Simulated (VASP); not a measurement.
# Y3Zr2F (P6/mmm) in VASP: relaxation of cell and atoms with PBE

Aim: the relaxation of cell and atoms of Y3Zr2F with PBE.

Program: VASP 6.6.1. These are calculated values, not measurements. Logs are shortened: lines on timing, memory, paths and dates and some standing lists are left out, and cuts for length are marked.

## 1. The cell of the first run

The structure is hexagonal, space group P6/mmm (No. 191). The conventional cell has a = 5.561 Å, b = 5.561 Å, c = 4.061 Å, α = 90.00°, β = 90.00°, γ = 120.00°. Y (site symmetry mmm) has 4 Zr at 2.59 Å and 4 Y at 2.78 Å and 4 F at 3.44 Å within 3.5 Å. Within 3.4 Å of Zr (site symmetry -6m2) lie 6 Y at 2.59 Å and 3 Zr at 3.21 Å and 3 F at 3.21 Å. Within 4.2 Å of F (site symmetry 6/mmm) lie 6 Zr at 3.21 Å and 12 Y at 3.44 Å and 2 F at 4.06 Å.

The cell was generated, and may not be a known phase.

## 2. Relaxation of cell and atoms, PBE

INCAR reads:

```
PREC = Accurate
ENCUT = 1350
EDIFF = 1E-7
ISMEAR = 0
SIGMA = 0.1
LREAL = F
LASPH = T
NELM = 120
ALGO = Normal
ISIF = 3
LWAVE = F
LCHARG = F
GGA = PE
IBRION = 2
NSW = 90
EDIFFG = -0.04
GGA_COMPAT = F
NELMIN = 4
```

KPOINTS reads:

```
Automatic mesh
0
Gamma
  6 6 4
```

POSCAR reads:

```
Y3Zr2F
1.0
    5.5613963000      0.0000000000      0.0000000000
   -2.7806981500      4.8163104700      0.0000000000
    0.0000000000      0.0000000000      4.0610497300
Y Zr F
3 2 1
Direct
    0.0000000000      0.5000000000      0.5000000000
    0.5000000000      0.0000000000      0.5000000000
    0.5000000000      0.5000000000      0.5000000000
    0.3333333300      0.6666666700      0.0000000000
    0.6666666700      0.3333333300      0.0000000000
    0.0000000000      0.0000000000      0.0000000000
```

Potentials or basis: VASP PAW PBE potentials, release 64 (Y_sv, Zr_sv, F_h).

The run is started by

```sh
$ cat potpaw_PBE.64/Y_sv/POTCAR potpaw_PBE.64/Zr_sv/POTCAR potpaw_PBE.64/F_h/POTCAR > POTCAR
$ mpirun -np 1 vasp_std > vasp.out
```

OUTCAR:

```text
PREC = Accurate
   ENCUT = 1350
   EDIFF = 1E-7
   ISMEAR = 0
   LREAL = F
   LASPH = T
   NELM = 120
   ISIF = 3
   GGA = PE
   IBRION = 2
   NSW = 90
   EDIFFG = -0.04
   NELMIN = 4

 ion  position               nearest neighbor table
   1  0.000  0.500  0.500-   4 2.59   5 2.59   4 2.59   5 2.59   2 2.78   2 2.78   3 2.78   3 2.78

   2  0.500  0.000  0.500-   4 2.59   5 2.59   4 2.59   5 2.59   1 2.78   3 2.78   3 2.78   1 2.78

   3  0.500  0.500  0.500-   4 2.59   5 2.59   4 2.59   5 2.59   2 2.78   2 2.78   1 2.78   1 2.78

   4  0.333  0.667  0.000-   2 2.59   2 2.59   1 2.59   1 2.59   3 2.59   3 2.59   5 3.21   5 3.21
                             5 3.21
   5  0.667  0.333  0.000-   2 2.59   2 2.59   1 2.59   1 2.59   3 2.59   3 2.59   4 3.21   4 3.21
                             4 3.21
   6  0.000  0.000  0.000-

  LATTYP: Found a hexagonal cell.
 ALAT       =     5.5613963000
 C/A-ratio  =     0.7302212450

  Lattice vectors:

 A1 = (   5.5613963000,   0.0000000000,   0.0000000000)
 A2 = (  -2.7806981500,   4.8163104700,   0.0000000000)
 A3 = (   0.0000000000,   0.0000000000,   4.0610497300)

Analysis of symmetry for initial positions (statically):
=====================================================================
 Subroutine PRICEL returns:
 Original cell was already a primitive cell.

 Routine SETGRP: Setting up the symmetry group for a
 hexagonal supercell.

 Subroutine GETGRP returns: Found 24 space group operations
 (whereof 24 operations were pure point group operations)
 out of a pool of 24 trial point group operations.

The static configuration has the point symmetry D_6h.

Analysis of symmetry for dynamics (positions and initial velocities):
=====================================================================
 Subroutine PRICEL returns:
 Original cell was already a primitive cell.

 Routine SETGRP: Setting up the symmetry group for a
 hexagonal supercell.

 Subroutine GETGRP returns: Found 24 space group operations
 (whereof 24 operations were pure point group operations)
 out of a pool of 24 trial point group operations.

The dynamic configuration has the point symmetry D_6h.

 Subroutine INISYM returns: Found 24 space group operations
 (whereof 24 operations are pure point group operations),
 and found     1 'primitive' translations

----------------------------------------------------------------------------------------

                                     Primitive cell

  volume of cell :     108.7769

  direct lattice vectors                    reciprocal lattice vectors
     5.561396300  0.000000000  0.000000000     0.179810959  0.103813906  0.000000000
    -2.780698150  4.816310470  0.000000000     0.000000000  0.207627811  0.000000000
     0.000000000  0.000000000  4.061049730     0.000000000  0.000000000  0.246241752

  length of vectors
     5.561396300  5.561396295  4.061049730     0.207627811  0.207627811  0.246241752

  position of ions in fractional coordinates (direct lattice)
     0.000000000  0.500000000  0.500000000
     0.500000000  0.000000000  0.500000000
     0.500000000  0.500000000  0.500000000
     0.333333330  0.666666670  0.000000000
     0.666666670  0.333333330  0.000000000
     0.000000000  0.000000000  0.000000000

  ion indices of the primitive-cell ions
   primitive index   ion index
                 1           1
                 2           2
                 3           3
                 4           4
                 5           5
                 6           6

----------------------------------------------------------------------------------------

 KPOINTS: Automatic mesh

Automatic generation of k-mesh.
 Grid dimensions read from file:
 generate k-points for:    6    6    4

 Generating k-lattice:

  Cartesian coordinates                     Fractional coordinates (reciprocal lattice)
     0.029968493  0.017302318  0.000000000     0.166666667  0.000000000  0.000000000
     0.000000000  0.034604635  0.000000000     0.000000000  0.166666667  0.000000000
     0.000000000  0.000000000  0.061560438     0.000000000  0.000000000  0.250000000

  Length of vectors
     0.034604635  0.034604635  0.061560438

  Shift w.r.t. Gamma in fractional coordinates (k-lattice)
     0.000000000  0.000000000  0.000000000

 Subroutine IBZKPT returns following result:
 ===========================================

 Found     21 irreducible k-points:

 Following reciprocal coordinates:
            Coordinates               Weight
  0.000000  0.000000  0.000000      1.000000
  0.166667  0.000000  0.000000      6.000000
  0.333333  0.000000  0.000000      6.000000
  0.500000  0.000000  0.000000      3.000000
  0.166667  0.166667  0.000000      6.000000
  0.333333  0.166667  0.000000     12.000000
[... 13 lines left out ...]
  0.333333  0.166667  0.500000     12.000000
  0.333333  0.333333  0.500000      2.000000
   k-points           NKPTS =     21   k-points in BZ     NKDIM =     21   number of bands    NBANDS=     38
   number of dos      NEDOS =    301   number of ions     NIONS =      6
   total plane-waves  NPLWV = 245000
   dimension x,y,z NGX =    70 NGY =   70 NGZ =   50
   dimension x,y,z NGXF=   140 NGYF=  140 NGZF=  100
   ions per type =               3   2   1
   NGX,Y,Z   is equivalent  to a cutoff of  20.92, 20.92, 20.47 a.u.
   NGXF,Y,Z  is equivalent  to a cutoff of  41.85, 41.85, 40.94 a.u.
 SYSTEM =  unknown system
   PREC   = accura    normal or accurate (medium, high low for compatibility)
   ISTART =      0    job   : 0-new  1-cont  2-samecut
   ICHARG =      2    charge: 1-file 2-atom 10-const
   ISPIN  =      1    spin polarized calculation?
   LNONCOLLINEAR =      F non collinear calculations
   LSORBIT =      F    spin-orbit coupling
   LASPH  =      T    aspherical Exc in radial PAW
   ENCUT  = 1350.0 eV  99.22 Ry    9.96 a.u.  16.66 16.66 12.17*2*pi/ulx,y,z
   NELM   =    120;   NELMIN=  4; NELMDL= -5     # of ELM steps
   EDIFF  = 0.1E-06   stopping-criterion for ELM
   LREAL  =      F    real-space projection
   EDIFFG = -.4E-01   stopping-criterion for IOM
   NSW    =     90    number of steps for IOM
   IBRION =      2    ionic relax: 0-MD 1-quasi-New 2-CG
   NFREE  =      1    steps in history (QN), initial steepest desc. (CG)
   ISIF   =      3    stress and relaxation
   ISYM   =      2    0-nonsym 1-usesym 2-fastsym
   POTIM  = 0.5000    time-step for ionic-motion
   TEBEG  =    0.0;   TEEND  =   0.0 temperature during run
   PSTRESS=    0.0 pullay stress
   NELECT =      64.0000    total number of electrons
   NUPDOWN=      -1.0000    fix difference up-down
   EMIN   =  10.00;   EMAX   =-10.00  energy-range for DOS
   EFERMI =   0.00;   METHOD = LEGACY
   ISMEAR =     0;   SIGMA  =   0.10  broadening in eV -4-tet -1-fermi 0-gaus
   EFERMI_NEDOS =   21; number of points for ismear=-14 and -15
   IALGO  =     38    algorithm
   IMIX   =      4    mixing-type and parameters
     AMIX     =   0.40;   BMIX     =  1.00
     AMIX_MAG =   1.60;   BMIX_MAG =  1.00
  volume/ion in A,a.u.               =      18.13       122.34
  Fermi-wavevector in a.u.,A,eV,Ry     =   1.371795  2.592317 25.603744  1.881822
  Thomas-Fermi vector in A             =   2.497460
   LORBIT       =      0    0 simple, 1 ext, 2 COOP (PROOUT), +10 PAW based schemes
   GGA     = PE    functional components
   LHFCALC =     F    Hartree Fock is set to
   AEXX    =    0.0000 exact exchange contribution
   IVDW    =     0    specifies the selected vdW correction
   LEPSILON=     F    determine dielectric tensor
   LRPA    =     F    only Hartree local field effects (RPA)
 conjugate gradient relaxation of ions
 non-spin polarized calculation
 Gauss-broadening in eV      SIGMA  =   0.10
  energy-cutoff  :     1350.00
  volume of cell :      108.78
 maximum number of plane-waves:     12337
 NGX is ok and might be reduce to    70
   NGX = 33   NGY = 33   NGZ = 25

--------------------------------------- Ionic step        1  -------------------------------------------

 number of electron      64.0000000 magnetization

 Free energy of the ion-electron system (eV)
  ---------------------------------------------------
  ext. energy  EPLUGINS =         0.00000000
  ---------------------------------------------------
  free energy    TOTEN  =       -26.55959419 eV

  energy without entropy =      -26.53379980  energy(sigma->0) =      -26.54669700

 E-fermi :   6.9829     XC(G=0): -11.2120

 val. band max:        6.9792436284   @ k =   0.1667   0.0000   0.5000
 cond. band min:       7.0096513646   @ k =   0.1667   0.0000   0.2500
 fundamental gap:      0.0304077362
 Fermi energy:         6.9829002971

 k-point     1 :       0.0000    0.0000    0.0000
  band No.  band energies     occupation
      1     -41.0003      2.00000
      2     -40.8636      2.00000
      3     -34.9614      2.00000
      4     -34.5019      2.00000
      5     -34.5019      2.00000
      6     -20.3225      2.00000
[... 30 lines left out ...]
     37       8.9996      0.00000
     38       8.9997      0.00000

 k-point     2 :       0.1667    0.0000    0.0000
  band No.  band energies     occupation
      1     -40.9923      2.00000
      2     -40.8717      2.00000
      3     -34.9359      2.00000
      4     -34.5310      2.00000
      5     -34.5023      2.00000
      6     -20.2837      2.00000
[... 1102 lines left out ...]
 VOLUME and BASIS-vectors are now :
 -----------------------------------------------------------------------------
  energy-cutoff  :     1350.00
  volume of cell :      183.74
      direct lattice vectors                 reciprocal lattice vectors
     6.251225887  0.000000000  0.000000000     0.159968623  0.092357928 -0.000000000
    -3.125612943  5.413720414  0.000000000    -0.000000000  0.184715856 -0.000000000
     0.000000000  0.000000000  5.429428726     0.000000000 -0.000000000  0.184181440

 POSITION                                       TOTAL-FORCE (eV/Angst)
 -----------------------------------------------------------------------------------
     -1.56281      2.70686      2.71471         0.000000      0.000000      0.000000
      3.12561      0.00000      2.71471         0.000000      0.000000      0.000000
      1.56281      2.70686      2.71471         0.000000      0.000000      0.000000
     -0.00000      3.60915      0.00000        -0.000000     -0.000000      0.000000
      3.12561      1.80457      0.00000         0.000000     -0.000000     -0.000000
      0.00000      0.00000      0.00000         0.000000      0.000000      0.000000
 -----------------------------------------------------------------------------------
    total drift:                               -0.000000      0.000000     -0.000000

  FREE ENERGIE OF THE ION-ELECTRON SYSTEM (eV)
  ---------------------------------------------------
  free  energy   TOTEN  =       -33.8547743568 eV

  energy  without entropy=      -33.7889564267  energy(sigma->0) =      -33.82186539

--------------------------------------- Ionic step        9  -------------------------------------------

 number of electron      63.9999998 magnetization

 Free energy of the ion-electron system (eV)
  ---------------------------------------------------
  ext. energy  EPLUGINS =         0.00000000
  ---------------------------------------------------
  free energy    TOTEN  =       -33.85803061 eV

  energy without entropy =      -33.78436263  energy(sigma->0) =      -33.82119662

 E-fermi :   3.0268     XC(G=0):  -8.9841

 val. band max:        3.0256506609   @ k =   0.1667   0.0000   0.2500
 cond. band min:       3.0330415071   @ k =   0.3333   0.0000   0.2500
 fundamental gap:      0.0073908463
 Fermi energy:         3.0268261159

 k-point     1 :       0.0000    0.0000    0.0000
  band No.  band energies     occupation
      1     -46.1290      2.00000
      2     -46.1156      2.00000
      3     -39.4749      2.00000
      4     -39.3293      2.00000
      5     -39.3293      2.00000
      6     -24.1887      2.00000
[... 30 lines left out ...]
     37       3.4788      0.00000
     38       4.1317      0.00000

 k-point     2 :       0.1667    0.0000    0.0000
  band No.  band energies     occupation
      1     -46.1282      2.00000
      2     -46.1164      2.00000
      3     -39.4665      2.00000
      4     -39.3380      2.00000
      5     -39.3293      2.00000
      6     -24.1904      2.00000
[... 814 lines left out ...]
  FORCE on cell =-STRESS in cart. coord.  units (eV):
  Direction    XX          YY          ZZ          XY          YZ          ZX
  --------------------------------------------------------------------------------------
  -------------------------------------------------------------------------------------
  Total       -0.0477582     -0.0477582      0.1761838      0.0000000      0.0000000      0.0000000
  in kB       -0.4131048     -0.4131048      1.5239762      0.0000000      0.0000000      0.0000000
  external PRESSURE =       0.2325889 kB  Pullay stress =       0.0000000 kB

 VOLUME and BASIS-vectors are now :
 -----------------------------------------------------------------------------
  energy-cutoff  :     1350.00
  volume of cell :      185.22
      direct lattice vectors                 reciprocal lattice vectors
     6.317697360  0.000000000  0.000000000     0.158285518  0.091386187 -0.000000000
    -3.158848680  5.471286398  0.000000000    -0.000000000  0.182772373 -0.000000000
     0.000000000  0.000000000  5.358583941     0.000000000 -0.000000000  0.186616466

 POSITION                                       TOTAL-FORCE (eV/Angst)
 -----------------------------------------------------------------------------------
     -1.57942      2.73564      2.67929         0.000000     -0.000000      0.000000
      3.15885      0.00000      2.67929        -0.000000     -0.000000      0.000000
      1.57942      2.73564      2.67929         0.000000     -0.000000      0.000000
     -0.00000      3.64752      0.00000         0.000000     -0.000000      0.000000
      3.15885      1.82376      0.00000        -0.000000      0.000000      0.000000
      0.00000      0.00000      0.00000         0.000000     -0.000000      0.000000
 -----------------------------------------------------------------------------------
    total drift:                               -0.000000      0.000000     -0.000000

  FREE ENERGIE OF THE ION-ELECTRON SYSTEM (eV)
  ---------------------------------------------------
  free  energy   TOTEN  =       -33.8580306087 eV

  energy  without entropy=      -33.7843626321  energy(sigma->0) =      -33.82119662

 reached required accuracy - stopping structural energy minimisation
```

It took 40 min on 1 thread of Intel Xeon 6975P-C (Granite Rapids), shared host; peak memory 0.8 GiB.

What came out:

```
Free energy                           : -33.8580 eV
Relaxed volume                        : 30.87 Å³/atom
Relaxed cell                          : a = 6.318 Å, b = 6.318 Å, c = 5.359 Å, α = 90.00°, β = 90.00°, γ = 120.00°
Space group after relaxing (to 0.1 Å) : P6/mmm (No. 191)
Energy gained by relaxing             : 1216.4 meV/atom
Ionic steps                           : 9
Pressure after relaxing               : 0.0 GPa
Band gap on the k mesh                : zero (bands 32 and 33 overlap by 0.43 eV)
```

Step by step:
```csv
step,energy change (eV),largest force (eV/Å),pressure (GPa),volume (Å³)
1,0.0000,0.0000,42.44,108.78
2,-7.1753,0.0000,-1.94,202.82
3,-7.2478,0.0000,0.73,184.84
4,-7.2593,0.0000,-0.05,189.61
5,-7.2613,0.0000,-0.05,189.37
6,-7.2688,0.0000,-0.04,188.63
7,-7.2859,0.0000,-0.03,187.09
8,-7.2952,0.0000,0.09,183.74
9,-7.2984,0.0000,0.02,185.22
```

Final structure:
```
Y Zr F
1.0
     6.31770    0.00000    0.00000
    -3.15885    5.47129    0.00000
     0.00000    0.00000    5.35858
Y Zr F
3 2 1
Direct
  0.00000 0.50000 0.50000
  0.50000 0.00000 0.50000
  0.50000 0.50000 0.50000
  0.33333 0.66667 0.00000
  0.66667 0.33333 0.00000
  0.00000 0.00000 0.00000
```

Caveat: the k points lie up to 0.29 Å⁻¹ apart in the final cell; the volume moved by over 15 % at a fixed basis, so the end points are rough.
